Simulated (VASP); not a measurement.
A run of VASP 6.6.1:

File INCAR:

```
SYSTEM = Tc
PREC = Accurate
ENCUT = 600
EDIFF = 1E-7
ISMEAR = -1
SIGMA = 0.05
LREAL = .False.
LASPH = .True.
NELM = 100
ALGO = Normal
ISIF = 3
LWAVE = .False.
LCHARG = .False.
GGA = PS
IVDW = 12
IBRION = 2
NSW = 60
EDIFFG = -0.01
```

The input KPOINTS:

```
regular mesh
0
Gamma
  11 11 6
  0 0 0
```

POSCAR

```
Tc
1.0
    2.7400000000      0.0000000000      0.0000000000
   -1.3700000000      2.3729096064      0.0000000000
    0.0000000000      0.0000000000      4.3980000000
Tc
2
Direct
    0.6666666667      0.3333333333      0.7500000000
    0.3333333333      0.6666666667      0.2500000000
```

Potentials or basis: VASP PAW PBE potentials, release 64 (Tc_pv).

Run with:

```sh
$ cat potpaw_PBE.64/Tc_pv/POTCAR > POTCAR
$ mpirun -np 1 vasp_std > vasp.out
```

Hardware: 1 thread of Intel(R) Xeon(R) Platinum 8559C (Emerald Rapids), with other jobs on the host.

**Question.** How long does it take, and how much memory?

**Answer.** It took 72 s on 1 thread of Intel(R) Xeon(R) Platinum 8559C (Emerald Rapids), on a shared host, peak memory 0.19 GiB. Counts: scf iterations 60, k points 64, ion steps 7.
